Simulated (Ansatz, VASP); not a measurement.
# BeAl: VASP beside Ansatz

```
Be Al
1.0
     2.55669    0.00000    0.00000
    -1.27835    2.21416    0.00000
     0.00000    0.00000    5.29557
Be Al
1 1
Direct
  0.00000 0.00000 0.50000
  0.00000 0.00000 0.00000
```

Alike in both runs: functional PBE; k mesh 24 × 24 × 12; occupations gaussian, width 0.1 eV; no spin polarisation.

Ansatz relaxed the structure, and its values are those at the end. VASP's run is a single point on that final structure, the one shown.

|  | VASP | Ansatz |
| --- | --- | --- |
| version | VASP 6.6.1 | Ansatz 0.2.0 |
| potentials or method | VASP PAW PBE potentials, release 64 (Be, Al), cutoff 520 eV | scalar-relativistic, plane waves, PAW |
| valence electrons in the cell | 5 | 5 |

|  | VASP | Ansatz | Ansatz less VASP |
| --- | --- | --- | --- |
| gap on the k mesh at the Fermi level (eV) | none | none | - |
| pressure (GPa) | 0.0 | 0.0 | -0.01 |

A gap of «none» marks a metal or a gap that the smearing closes. With one functional, cell and mesh, what is left measures potentials, basis and numerics.
